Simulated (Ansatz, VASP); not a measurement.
**Mg: VASP beside Ansatz**

File INCAR:

```
PREC = Accurate
ENCUT = 600
EDIFF = 1E-6
ISMEAR = 0
SIGMA = 0.1
LREAL = F
LASPH = T
NELM = 100
ALGO = Normal
ISIF = 3
LWAVE = F
LCHARG = F
GGA = PS
IBRION = 2
NSW = 100
EDIFFG = -0.01
```

Contents of KPOINTS:

```
Automatic mesh
0
Gamma
  14 14 14
```

Contents of POSCAR:

```
Mg
1.0
    0.0000000000      3.3791910445      3.3791910445
    3.3791910445      0.0000000000      3.3791910445
    3.3791910445      3.3791910445      0.0000000000
Mg
2
Direct
    0.0000000000      0.0000000000      0.0000000000
    0.2500000000      0.2500000000      0.2500000000
```

Input for Ansatz:

```yaml
crystal:
  lattice:
    - [0.0, 3.3791910445, 3.3791910445]
    - [3.3791910445, 0.0, 3.3791910445]
    - [3.3791910445, 3.3791910445, 0.0]
  atoms:
    - { symbol: Mg, position: [0.0, 0.0, 0.0] }
    - { symbol: Mg, position: [0.25, 0.25, 0.25] }
basis:
  ecutwfc: 420
kpoints:
  mp_grid: { grid: [14, 14, 14] }
hamiltonian:
  xc: pbesol
scf:
  occupations: { method: gaussian, width: 0.1 }
output:
  forces: true
  stress: true
  eigenvalues: true
relax:
  adjacent_minimum: "off"
  f_tol: 0.01
  max_steps: 80
  cell: { stress_tol: 0.05 }
```

Alike in both runs: task relaxation of cell and atoms; functional PBEsol; k mesh 14 × 14 × 14; occupations gaussian, width 0.1 eV; no spin polarisation.

|  | VASP | Ansatz |
| --- | --- | --- |
| version | VASP 6.6.1 | Ansatz 0.2.0 |
| potentials or method | VASP PAW PBE potentials, release 64 (Mg), cutoff 600 eV | scalar-relativistic, plane waves, PAW |
| valence electrons in the cell | 4 | 20 |

|  | VASP | Ansatz | Ansatz less VASP |
| --- | --- | --- | --- |
| gap on the k mesh at the Fermi level, each at its own relaxed structure (eV) | none | none | - |
| relaxed volume (Å³/atom) | 38.86 | 38.71 | -0.150 |
| relaxed length of the cell vector where the two differ most in proportion (Å) | 4.790 | 4.784 | -0.0062 |

VASP's potentials were made for PBE, not for PBEsol. A gap of «none» marks a metal or a gap that the smearing closes. VASP's potentials hold 4 valence electrons a cell and Ansatz's 20, so a difference there can come from the potentials and not from the codes.
